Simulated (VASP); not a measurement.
Crystal: As.

```xyz
2
Lattice="1.8914 1.0920 3.3714 -1.8914 1.0920 3.3714 0.0000 -2.1840 3.3714" Properties=species:S:1:pos:R:3 pbc="T T T"
As    0.0000    0.0000    7.7850
As    0.0000    0.0000    2.3292
```

* Program: VASP 6.6.1
* Task: relaxation of cell and atoms
* Functional: PBEsol
* Dispersion: D3(BJ)
* Potentials or basis: VASP PAW PBE potentials, release 64 (As)
* Cutoff: 600 eV
* k mesh: 15 × 15 × 15
* Occupations: gaussian, width 0.1 eV
* Spin: no spin polarisation

At the start: pressure -2.7 GPa; volume 20.89 Å³/atom.

Task: How do energy, volume and symmetry change on relaxing?

Result: Over 13 steps the energy falls by 10.5 meV/atom and the volume is 19.81 Å³/atom (-5.2 %); space group R-3m (No. 166, to 0.1 Å) before and after.

Step by step:
```tsv
step	energy change (eV)	largest force (eV/Å)	pressure (GPa)	volume (Å³)
1	0.0000	0.0251	-2.73	41.78
2	-0.0094	0.3384	1.61	39.67
3	-0.0126	0.2307	0.06	40.35
4	-0.0172	0.1214	0.08	40.07
5	-0.0198	0.0272	0.16	39.65
6	-0.0208	0.0207	-0.16	39.73
7	-0.0208	0.0180	-0.25	39.76
8	-0.0208	0.0345	0.21	39.56
9	-0.0209	0.0082	-0.01	39.66
10	-0.0209	0.0078	-0.01	39.66
11	-0.0209	0.0043	-0.04	39.64
12	-0.0209	0.0081	0.04	39.60
13	-0.0209	0.0012	0.01	39.63
```

Final structure:
```
As
1.0
     1.87575    1.08296    3.25114
    -1.87575    1.08296    3.25114
     0.00000   -2.16593    3.25114
As
2
Direct
  0.76693 0.76693 0.76693
  0.23307 0.23307 0.23307
```

Caveat: the PAW data sets were made with another functional, which shifts forces and pressure a little.
